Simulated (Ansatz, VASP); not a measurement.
Two plane-wave programs on KF

```xyz
2
Lattice="0.0000 2.6544 2.6544 2.6544 0.0000 2.6544 2.6544 2.6544 0.0000" Properties=species:S:1:pos:R:3 pbc="T T T"
K     0.0000    0.0000    0.0000
F     2.6544    2.6544    2.6544
```

Alike in both runs: task single point; functional PBE; k mesh 6 × 6 × 6; occupations tetrahedron; no spin polarisation; Hubbard terms F p U = 7.5 eV.

|  | VASP | Ansatz |
| --- | --- | --- |
| version | VASP 6.6.1 | Ansatz 0.2.0 |
| potentials or method | VASP PAW PBE potentials, release 64 (K_sv, F), cutoff 600 eV | scalar-relativistic, plane waves, PAW |
| valence electrons in the cell | 16 | 16 |

Ansatz gave:

| Property | Result |
| --- | --- |
| gap on the k mesh at the Fermi level (eV) | 9.29 |
| least direct gap on the mesh (eV) | 9.29 |
| pressure (GPa) | 2.0 |

**Question.** Estimate VASP's values.

**Answer.** gap on the k mesh at the Fermi level (eV): 7.00; least direct gap on the mesh (eV): 7.00; pressure (GPa): 0.8.

The programs project onto different local orbitals, so the same U acts differently, and such runs can settle in different states. Ansatz's warnings: band table not solved further, tetrahedron derivatives may miss energy slope.
